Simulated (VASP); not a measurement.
# PtS2 (P-3m1) in VASP: further runs

PtS2 is run at these levels: PBE; tasks: relaxation of the atoms.

All numbers are computed with VASP 6.6.1; they aren't measurements. Logs are shortened: lines on timing, memory, paths and dates and some standing lists are left out, and cuts for length are marked.

## (1) The cell of the first run

Symmetry: P-3m1, No. 164, trigonal system. The conventional cell has a = 3.874 Å, b = 3.874 Å, c = 6.424 Å, α = 90.00°, β = 90.00°, γ = 120.00°. Within 3.4 Å of Pt (site symmetry -3m) lie 6 S at 2.54 Å. Within 3.4 Å of S (site symmetry 3m) lie 3 Pt at 2.54 Å and 3 S at 3.30 Å.

## (2) Relaxation of the atoms, PBE (27.83 Å³/atom)

Input file INCAR:

```
SYSTEM = PtS2
PREC = Accurate
ENCUT = 520
EDIFF = 1E-6
ISMEAR = 0
SIGMA = 0.05
LREAL = .FALSE.
LASPH = .TRUE.
NELM = 80
ALGO = Normal
ISIF = 2
LWAVE = .FALSE.
LCHARG = .FALSE.
GGA = PE
IBRION = 2
NSW = 50
EDIFFG = -0.01
```

Input file KPOINTS:

```
regular mesh
0
G
  12 12 6
  0 0 0
```

Input file POSCAR:

```
PtS2
1.0
    3.8737623894      0.0000000000      0.0000000000
   -1.9368811947      3.3547766374      0.0000000000
    0.0000000000      0.0000000000      6.4242475465
Pt S
1 2
Direct
    0.0000000000      0.0000000000      0.0000000000
    0.3333333333      0.6666666667      0.1889525212
    0.6666666667      0.3333333333      0.8110474788
```

Potentials or basis: VASP PAW PBE potentials, release 64 (Pt, S).

Launch:

```bash
> cat potpaw_PBE.64/Pt/POTCAR potpaw_PBE.64/S/POTCAR > POTCAR
> mpirun -np 1 vasp_std > vasp.out
```

OUTCAR:

```text
SYSTEM = PtS2
   PREC = Accurate
   ENCUT = 520
   EDIFF = 1E-6
   ISMEAR = 0
   LREAL = .FALSE.
   LASPH = .TRUE.
   NELM = 80
   ISIF = 2
   GGA = PE
   IBRION = 2
   NSW = 50
   EDIFFG = -0.01

 ion  position               nearest neighbor table
   1  0.000  0.000  0.000-   2 2.54   3 2.54   2 2.54   3 2.54   3 2.54   2 2.54
   2  0.333  0.667  0.189-   1 2.54   1 2.54   1 2.54
   3  0.667  0.333  0.811-   1 2.54   1 2.54   1 2.54

  LATTYP: Found a hexagonal cell.
 ALAT       =     3.8737623894
 C/A-ratio  =     1.6584000000

  Lattice vectors:

 A1 = (   3.8737623894,   0.0000000000,   0.0000000000)
 A2 = (  -1.9368811947,   3.3547766374,   0.0000000000)
 A3 = (   0.0000000000,   0.0000000000,   6.4242475465)

Analysis of symmetry for initial positions (statically):
=====================================================================
 Subroutine PRICEL returns:
 Original cell was already a primitive cell.

 Routine SETGRP: Setting up the symmetry group for a
 hexagonal supercell.

 Subroutine GETGRP returns: Found 12 space group operations
 (whereof 12 operations were pure point group operations)
 out of a pool of 24 trial point group operations.

The static configuration has the point symmetry D_3d.

Analysis of symmetry for dynamics (positions and initial velocities):
=====================================================================
 Subroutine PRICEL returns:
 Original cell was already a primitive cell.

 Routine SETGRP: Setting up the symmetry group for a
 hexagonal supercell.

 Subroutine GETGRP returns: Found 12 space group operations
 (whereof 12 operations were pure point group operations)
 out of a pool of 24 trial point group operations.

The dynamic configuration has the point symmetry D_3d.

 Subroutine INISYM returns: Found 12 space group operations
 (whereof 12 operations are pure point group operations),
 and found     1 'primitive' translations

----------------------------------------------------------------------------------------

                                     Primitive cell

  volume of cell :      83.4870

  direct lattice vectors                    reciprocal lattice vectors
     3.873762389  0.000000000  0.000000000     0.258146964  0.149041219  0.000000000
    -1.936881195  3.354776637  0.000000000     0.000000000  0.298082438  0.000000000
     0.000000000  0.000000000  6.424247547     0.000000000  0.000000000  0.155660253

  length of vectors
     3.873762389  3.873762389  6.424247547     0.298082438  0.298082438  0.155660253

  position of ions in fractional coordinates (direct lattice)
     0.000000000  0.000000000  0.000000000
     0.333333333  0.666666667  0.188952521
     0.666666667  0.333333333  0.811047479

  ion indices of the primitive-cell ions
   primitive index   ion index
                 1           1
                 2           2
                 3           3

----------------------------------------------------------------------------------------

 KPOINTS: regular mesh

Automatic generation of k-mesh.
 Grid dimensions read from file:
 generate k-points for:   12   12    6

 Generating k-lattice:

  Cartesian coordinates                     Fractional coordinates (reciprocal lattice)
     0.021512247  0.012420102  0.000000000     0.083333333 -0.000000000  0.000000000
     0.000000000  0.024840203  0.000000000     0.000000000  0.083333333  0.000000000
     0.000000000  0.000000000  0.025943376     0.000000000  0.000000000  0.166666667

  Length of vectors
     0.024840203  0.024840203  0.025943376

  Shift w.r.t. Gamma in fractional coordinates (k-lattice)
     0.000000000  0.000000000  0.000000000

 Subroutine IBZKPT returns following result:
 ===========================================

 Found    100 irreducible k-points:

 Following reciprocal coordinates:
            Coordinates               Weight
  0.000000  0.000000  0.000000      1.000000
  0.083333 -0.000000  0.000000      6.000000
  0.166667 -0.000000  0.000000      6.000000
  0.250000  0.000000  0.000000      6.000000
  0.333333 -0.000000  0.000000      6.000000
  0.416667 -0.000000  0.000000      6.000000
[... 16 lines left out ...]
  0.166667 -0.000000  0.166667      6.000000
  0.000000  0.166667  0.166667      6.000000
 [... further k-points ...]
   k-points           NKPTS =    100   k-points in BZ     NKDIM =    100   number of bands    NBANDS=     15
   number of dos      NEDOS =    301   number of ions     NIONS =      3
   total plane-waves  NPLWV =  43200
   dimension x,y,z NGX =    30 NGY =   30 NGZ =   48
   dimension x,y,z NGXF=    60 NGYF=   60 NGZF=   96
   ions per type =               1   2
   NGX,Y,Z   is equivalent  to a cutoff of  12.87, 12.87, 12.42 a.u.
   NGXF,Y,Z  is equivalent  to a cutoff of  25.75, 25.75, 24.84 a.u.
 SYSTEM =  PtS2
   PREC   = accura    normal or accurate (medium, high low for compatibility)
   ISTART =      0    job   : 0-new  1-cont  2-samecut
   ICHARG =      2    charge: 1-file 2-atom 10-const
   ISPIN  =      1    spin polarized calculation?
   LNONCOLLINEAR =      F non collinear calculations
   LSORBIT =      F    spin-orbit coupling
   LASPH  =      T    aspherical Exc in radial PAW
   ENCUT  =  520.0 eV  38.22 Ry    6.18 a.u.   7.20  7.20 11.94*2*pi/ulx,y,z
   NELM   =     80;   NELMIN=  2; NELMDL= -5     # of ELM steps
   EDIFF  = 0.1E-05   stopping-criterion for ELM
   LREAL  =      F    real-space projection
   EDIFFG = -.1E-01   stopping-criterion for IOM
   NSW    =     50    number of steps for IOM
   IBRION =      2    ionic relax: 0-MD 1-quasi-New 2-CG
   NFREE  =      1    steps in history (QN), initial steepest desc. (CG)
   ISIF   =      2    stress and relaxation
   ISYM   =      2    0-nonsym 1-usesym 2-fastsym
   POTIM  = 0.5000    time-step for ionic-motion
   TEBEG  =    0.0;   TEEND  =   0.0 temperature during run
   PSTRESS=    0.0 pullay stress
   NELECT =      22.0000    total number of electrons
   NUPDOWN=      -1.0000    fix difference up-down
   EMIN   =  10.00;   EMAX   =-10.00  energy-range for DOS
   EFERMI =   0.00;   METHOD = LEGACY
   ISMEAR =     0;   SIGMA  =   0.05  broadening in eV -4-tet -1-fermi 0-gaus
   EFERMI_NEDOS =   21; number of points for ismear=-14 and -15
   IALGO  =     38    algorithm
   IMIX   =      4    mixing-type and parameters
     AMIX     =   0.40;   BMIX     =  1.00
     AMIX_MAG =   1.60;   BMIX_MAG =  1.00
  volume/ion in A,a.u.               =      27.83       187.80
  Fermi-wavevector in a.u.,A,eV,Ry     =   1.049565  1.983391 14.988004  1.101587
  Thomas-Fermi vector in A             =   2.184533
   LORBIT       =      0    0 simple, 1 ext, 2 COOP (PROOUT), +10 PAW based schemes
   GGA     = PE    functional components
   LHFCALC =     F    Hartree Fock is set to
   AEXX    =    0.0000 exact exchange contribution
   IVDW    =     0    specifies the selected vdW correction
   LEPSILON=     F    determine dielectric tensor
   LRPA    =     F    only Hartree local field effects (RPA)
 conjugate gradient relaxation of ions
 non-spin polarized calculation
 Gauss-broadening in eV      SIGMA  =   0.05
  energy-cutoff  :      520.00
  volume of cell :       83.49
 maximum number of plane-waves:      2268
 NGX is ok and might be reduce to    30
   NGX = 15   NGY = 15   NGZ = 23

--------------------------------------- Ionic step        1  -------------------------------------------

 number of electron      21.9999999 magnetization

 Free energy of the ion-electron system (eV)
  ---------------------------------------------------
  ext. energy  EPLUGINS =         0.00000000
  ---------------------------------------------------
  free energy    TOTEN  =       -14.79888796 eV

  energy without entropy =      -14.79888796  energy(sigma->0) =      -14.79888796

------------------------ aborting loop because EDIFF is reached ----------------------------------------

  FORCE on cell =-STRESS in cart. coord.  units (eV):
  Direction    XX          YY          ZZ          XY          YZ          ZX
  --------------------------------------------------------------------------------------
  -------------------------------------------------------------------------------------
  Total       -7.8463148     -7.8463148     -3.1263016      0.0000000      0.0000000      0.0000000
  in kB     -150.5765894   -150.5765894    -59.9960423      0.0000000      0.0000000      0.0000000
  external PRESSURE =    -120.3830737 kB  Pullay stress =       0.0000000 kB

 VOLUME and BASIS-vectors are now :
 -----------------------------------------------------------------------------
  energy-cutoff  :      520.00
  volume of cell :       83.49
      direct lattice vectors                 reciprocal lattice vectors
     3.873762389  0.000000000  0.000000000     0.258146964  0.149041219  0.000000000
    -1.936881195  3.354776637  0.000000000     0.000000000  0.298082438  0.000000000
     0.000000000  0.000000000  6.424247547     0.000000000  0.000000000  0.155660253
[... 75 lines left out ...]
 POSITION                                       TOTAL-FORCE (eV/Angst)
 -----------------------------------------------------------------------------------
      0.00000      0.00000      0.00000         0.000000      0.000000      0.000000
     -0.00000      2.23652      1.06755         0.000000     -0.000000     -0.016929
      1.93688      1.11826      5.35669        -0.000000      0.000000      0.016929
 -----------------------------------------------------------------------------------
    total drift:                               -0.000000      0.000000      0.000000

  FREE ENERGIE OF THE ION-ELECTRON SYSTEM (eV)
  ---------------------------------------------------
  free  energy   TOTEN  =       -14.9883036484 eV

  energy  without entropy=      -14.9883036484  energy(sigma->0) =      -14.98830365

--------------------------------------- Ionic step        4  -------------------------------------------

 number of electron      21.9999999 magnetization

 Free energy of the ion-electron system (eV)
  ---------------------------------------------------
  ext. energy  EPLUGINS =         0.00000000
  ---------------------------------------------------
  free energy    TOTEN  =       -14.98832689 eV

  energy without entropy =      -14.98832689  energy(sigma->0) =      -14.98832689

 E-fermi :   2.2670     XC(G=0):  -8.1555

 val. band max:        2.0154494953   @ k =   0.1667   0.1667   0.0000
 cond. band min:       2.9673308538   @ k =   0.0000   0.2500   0.1667
 fundamental gap:      0.9518813584
 Fermi energy:         2.2670312327

 k-point     1 :       0.0000    0.0000    0.0000
  band No.  band energies     occupation
      1     -11.9356      2.00000
      2      -9.5022      2.00000
      3      -3.7444      2.00000
      4      -3.7444      2.00000
      5      -2.5997      2.00000
      6      -0.8600      2.00000
      7      -0.8600      2.00000
      8       1.0609      2.00000
      9       1.0609      2.00000
     10       1.1551      2.00000
     11       1.4137      2.00000
     12       4.3892      0.00000
     13       4.3892      0.00000
     14       6.3031      0.00000
     15       7.6582      0.00000
[... 397 lines left out ...]
 k-point    24 :       0.0000    0.1667    0.1667
  band No.  band energies     occupation
      1     -11.6712      2.00000
      2      -9.6612      2.00000
      3      -3.5357      2.00000
      4      -3.5178      2.00000
      5      -2.4301      2.00000
      6      -1.3169      2.00000
      7      -1.0835      2.00000
      8       0.0295      2.00000
      9       1.0046      2.00000
     10       1.4645      2.00000
     11       1.7666      2.00000
     12       3.4679      0.00000
     13       4.1505      0.00000
     14       7.2551      0.00000
     15       8.0154      0.00000

 [... further k-points ...]

------------------------ aborting loop because EDIFF is reached ----------------------------------------

  FORCE on cell =-STRESS in cart. coord.  units (eV):
  Direction    XX          YY          ZZ          XY          YZ          ZX
  --------------------------------------------------------------------------------------
  -------------------------------------------------------------------------------------
  Total       -5.6574522     -5.6574522     -0.0460159      0.0000000     -0.0000000      0.0000000
  in kB     -108.5706961   -108.5706961     -0.8830789      0.0000000     -0.0000000      0.0000000
  external PRESSURE =     -72.6748237 kB  Pullay stress =       0.0000000 kB

 VOLUME and BASIS-vectors are now :
 -----------------------------------------------------------------------------
  energy-cutoff  :      520.00
  volume of cell :       83.49
      direct lattice vectors                 reciprocal lattice vectors
     3.873762389  0.000000000  0.000000000     0.258146964  0.149041219  0.000000000
    -1.936881195  3.354776637  0.000000000     0.000000000  0.298082438  0.000000000
     0.000000000  0.000000000  6.424247547     0.000000000  0.000000000  0.155660253

 POSITION                                       TOTAL-FORCE (eV/Angst)
 -----------------------------------------------------------------------------------
      3.87376      0.00000      0.00000         0.000000      0.000000      0.000000
     -0.00000      2.23652      1.06463        -0.000000      0.000000      0.009223
      1.93688      1.11826      5.35962         0.000000      0.000000     -0.009223
 -----------------------------------------------------------------------------------
    total drift:                                0.000000     -0.000000      0.000000

  FREE ENERGIE OF THE ION-ELECTRON SYSTEM (eV)
  ---------------------------------------------------
  free  energy   TOTEN  =       -14.9883268944 eV

  energy  without entropy=      -14.9883268944  energy(sigma->0) =      -14.98832689

 reached required accuracy - stopping structural energy minimisation
```

Wall time 6.3 min (1 thread of Oxide Virtual Turin-like, shared host); peak memory 0.25 GiB.

Results:

- Free energy: -14.9883 eV
- Energy gained by relaxing: 63.1 meV/atom
- Ionic steps: 4
- Pressure after relaxing: -7.3 GPa
- Largest force after relaxing: 0.009 eV/Å
- Band gap on the k mesh: 0.95 eV (least direct gap 0.97 eV)

Forces on the atoms (eV/Å):
```
Pt   0.000  0.000  0.000
S    0.000  0.000  0.009
S    0.000  0.000 -0.009
```

The path:
```csv
step,energy change (eV),largest force (eV/Å),pressure (GPa)
1,0.0000,1.2536,-12.04
2,-0.1222,0.7605,-10.27
3,-0.1894,0.0169,-7.40
4,-0.1894,0.0092,-7.27
```

Final structure:
```
Pt S
1.0
     3.87376    0.00000    0.00000
    -1.93688    3.35478    0.00000
     0.00000    0.00000    6.42425
Pt S
1 2
Direct
  0.00000 0.00000 0.00000
  0.33333 0.66667 0.16572
  0.66667 0.33333 0.83428
```

Levels at points of the mesh, in eV from the valence-band top:
```tsv
k point	band 9	band 10	band 11	band 12	band 13	band 14
(0.00, 0.00, 0.00)	-0.95	-0.86	-0.60	2.37	2.37	4.29
(0.50, 0.00, 0.00)	-2.54	-1.73	-1.21	1.57	2.37	5.08
(0.00, 0.00, 0.50)	-0.96	-0.96	-0.75	2.40	2.40	5.28
(0.50, 0.00, 0.50)	-2.52	-1.77	-1.01	1.57	2.32	5.11
```

Caveat: spin-orbit coupling is left out, which moves the levels of the heavy elements; this functional lacks dispersion, which binds the layers, so the pressure and a relaxed spacing across them are unreliable. A k mesh can miss the band edges.

## (3) Relaxation of the atoms, PBE (27.83 Å³/atom)

Input file INCAR:

```
PREC = Accurate
ENCUT = 520
EDIFF = 1E-6
ISMEAR = 0
SIGMA = 0.05
LREAL = False
LASPH = True
NELM = 60
ALGO = Normal
ISIF = 2
LWAVE = False
LCHARG = False
GGA = PE
IBRION = 2
NSW = 50
EDIFFG = -0.01
```

Input file KPOINTS:

```
Automatic mesh
0
Gamma
  12 12 6
```

Input file POSCAR:

```
PtS2
1.0
    3.5367986098      0.0000000000      0.0000000000
   -1.7683993049      3.0629574441      0.0000000000
    0.0000000000      0.0000000000      7.7066841707
Pt S
1 2
Direct
    0.0000000000      0.0000000000      0.0000000000
    0.3333333333      0.6666666667      0.1889525212
    0.6666666667      0.3333333333      0.8110474788
```

Potentials or basis: VASP PAW PBE potentials, release 64 (Pt, S).

Launch:

```bash
> cat potpaw_PBE.64/Pt/POTCAR potpaw_PBE.64/S/POTCAR > POTCAR
> mpirun -np 1 vasp_std > vasp.out
```

Wall time 6.9 min (1 thread of Oxide Virtual Turin-like, shared host); peak memory 0.26 GiB.

The run converged. Its results:

- Free energy: -15.4547 eV
- Energy gained by relaxing: 163.0 meV/atom
- Ionic steps: 3
- Pressure after relaxing: 0.8 GPa
- Largest force after relaxing: 0.010 eV/Å
- Band gap on the k mesh: 1.73 eV (least direct gap 1.87 eV)

Forces on the atoms (eV/Å):
```
Pt   0.000  0.000  0.000
S    0.000  0.000 -0.010
S    0.000  0.000  0.010
```

Stress tensor (GPa, compression positive):
```
 1.34  0.00  0.00
 0.00  1.34  0.00
 0.00  0.00 -0.15
```

The path:
```
step  energy change (eV)  largest force (eV/Å)  pressure (GPa)
   1              0.0000                2.1723           -8.21
   2             -0.3588                1.2079           -4.14
   3             -0.4891                0.0100            0.84
```

Final structure:
```xyz
3
Lattice="3.5368 0.0000 0.0000 -1.7684 3.0630 0.0000 0.0000 0.0000 7.7067" Properties=species:S:1:pos:R:3 pbc="T T T"
Pt    0.0000    0.0000    0.0000
S     0.0000    2.0420    1.2479
S     1.7684    1.0210    6.4588
```

Levels at points of the mesh, in eV from the valence-band top:
```
           k point  band 8  band 9  band 10  band 11  band 12  band 13  band 14  band 15
(0.00, 0.00, 0.00)   -0.91   -0.65    -0.25    -0.25     3.21     3.21     5.13     6.10
(0.50, 0.00, 0.00)   -2.14   -1.96    -1.69    -1.50     2.85     2.99     5.55     6.79
(0.00, 0.00, 0.50)   -0.84   -0.84    -0.25    -0.25     3.21     3.21     5.80     6.55
(0.50, 0.00, 0.50)   -2.15   -1.96    -1.70    -1.45     2.88     2.98     5.46     6.65
```

Caveat: spin-orbit coupling is left out, which moves the levels of the heavy elements; this functional lacks dispersion, which binds the layers, so the pressure and a relaxed spacing across them are unreliable. A k mesh can miss the band edges.
